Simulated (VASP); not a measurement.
Crystal: EuS.

```
CELL_PARAMETERS angstrom
0.00000 3.00799 3.00799
3.00799 0.00000 3.00799
3.00799 3.00799 0.00000
ATOMIC_POSITIONS crystal
Eu 0.00000 0.00000 0.00000
S 0.50000 0.50000 0.50000
```

```yaml
Program: VASP 6.6.1
Task: relaxation of cell and atoms
Functional: PBEsol
Potentials_or_basis: VASP PAW PBE potentials, release 64 (Eu, S)
Cutoff: 520 eV
k_mesh: 5 × 5 × 5
Occupations: gaussian, width 0.03 eV
Spin: collinear spin, ferromagnetic start
Starting_moments: "[7.0, 0.0] μB"
Hubbard_terms: Eu f U = 6 eV
```

At the start: pressure -3.1 GPa; volume 27.22 Å³/atom.

Problem. How do energy, volume and symmetry change on relaxing?

Solution. Over 8 steps the energy falls by 16.8 meV/atom and the volume is 25.50 Å³/atom (-6.3 %); space group Fm-3m (No. 225, to 0.1 Å) before and after; moment 7.00 μB per cell.

Step by step:
| step | energy change (eV) | largest force (eV/Å) | pressure (GPa) | volume (Å³) |
| --- | --- | --- | --- | --- |
| 1 | 0.0000 | 0.0000 | -3.08 | 54.43 |
| 2 | -0.0338 | 0.0000 | 0.66 | 50.42 |
| 3 | -0.0349 | 0.0000 | 0.02 | 51.00 |
| 4 | -0.0336 | 0.0000 | -0.04 | 51.00 |
| 5 | -0.0336 | 0.0000 | 0.06 | 50.95 |
| 6 | -0.0336 | 0.0000 | 0.13 | 50.97 |
| 7 | -0.0336 | 0.0000 | 0.10 | 51.00 |
| 8 | -0.0336 | 0.0000 | 0.00 | 51.00 |

Final structure:
```yaml
crystal:
  lattice:
    - [0.00000, 2.94342, 2.94342]
    - [2.94342, 0.00000, 2.94342]
    - [2.94342, 2.94342, 0.00000]
  atoms:
    - { symbol: Eu, position: [0.00000, 0.00000, 0.00000] }
    - { symbol: S, position: [0.50000, 0.50000, 0.50000] }
```

Caveat: the PAW data sets were made with another functional, which shifts forces and pressure a little; a cell with one magnetic atom can't hold antiferromagnetic order, which such compounds often take.
